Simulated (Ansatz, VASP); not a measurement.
# Sc in VASP and in Ansatz

The input INCAR:

```
PREC = Accurate
ENCUT = 520
EDIFF = 1E-7
ISMEAR = 0
SIGMA = 0.15
LREAL = False
LASPH = True
NELM = 60
ALGO = Fast
ISIF = 2
LWAVE = False
LCHARG = False
GGA = PE
NBANDS = 18
```

The input KPOINTS:

```
regular mesh
0
Gamma
  18 18 10
```

POSCAR

```
Sc
1.0
    3.2591659288      0.0000000000      0.0000000000
   -1.6295829644      2.8225204895      0.0000000000
    0.0000000000      0.0000000000      5.1099600000
Sc
2
Direct
    0.3333333333      0.6666666667      0.2500000000
    0.6666666667      0.3333333333      0.7500000000
```

Input for Ansatz:

```yaml
crystal:
  lattice:
    - [3.2591659288, 0.0, 0.0]
    - [-1.6295829644, 2.8225204895, 0.0]
    - [0.0, 0.0, 5.10996]
  atoms:
    - { symbol: Sc, position: [0.3333333333, 0.6666666667, 0.25] }
    - { symbol: Sc, position: [0.6666666667, 0.3333333333, 0.75] }
basis:
  ecutwfc: 420
kpoints:
  mp_grid: { grid: [18, 18, 10] }
hamiltonian:
  xc: pbe
scf:
  occupations: { method: gaussian, width: 0.15 }
output:
  forces: true
  stress: true
  eigenvalues: true
```

Change from the starting cell: strain -0.015 along x and y, -0.030 along z, atoms carried along.

Alike in both runs: task single point; functional PBE; k mesh 18 × 18 × 10; occupations gaussian, width 0.15 eV; no spin polarisation.

|  | VASP | Ansatz |
| --- | --- | --- |
| version | VASP 6.6.1 | Ansatz 0.2.0 |
| potentials or method | VASP PAW PBE potentials, release 64 (Sc_sv), cutoff 520 eV | scalar-relativistic, plane waves, PAW |
| valence electrons in the cell | 22 | 22 |

Ansatz gave:

| Quantity | Value |
| --- | --- |
| gap on the k mesh at the Fermi level (eV) | none |
| pressure (GPa) | 2.8 |
| traceless stress, the component that is largest in VASP (GPa) | -0.48 |

**Question.** Estimate VASP's values.

**Answer.** gap on the k mesh at the Fermi level (eV): none; pressure (GPa): 2.9; traceless stress, the component that is largest in VASP (GPa): -0.47.

A gap of «none» marks a metal or a gap that the smearing closes.
